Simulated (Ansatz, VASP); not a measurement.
Ge in VASP and in Ansatz

```
Ge
1.0
     0.00000    2.82877    2.82877
     2.82877    0.00000    2.82877
     2.82877    2.82877    0.00000
Ge
2
Direct
  0.53535 0.46465 0.46465
  0.75000 0.75000 0.75000
```

Alike in both runs: task single point; functional PBE; k mesh 14 × 14 × 14; occupations gaussian, width 0.15 eV; no spin polarisation.

|  | VASP | Ansatz |
| --- | --- | --- |
| version | VASP 6.6.1 | Ansatz 0.2.0 |
| potentials or method | VASP PAW PBE potentials, release 64 (Ge_d), cutoff 500 eV | scalar-relativistic, plane waves, PAW |
| valence electrons in the cell | 28 | 28 |

|  | VASP | Ansatz | Ansatz less VASP |
| --- | --- | --- | --- |
| gap on the k mesh at the Fermi level (eV) | none | none | - |
| pressure (GPa) | 4.8 | 4.9 | +0.18 |
| traceless stress, the component that is largest in VASP (GPa) | -6.81 | -6.85 | -0.047 |
| rms of the force components (eV/Å) | 1.259 | 1.260 | +0.0016 |

Atom by atom the forces differ by 0.002 eV/Å (rms over components). A gap of «none» marks a metal or a gap that the smearing closes. With one functional, cell and mesh, what is left measures potentials, basis and numerics.
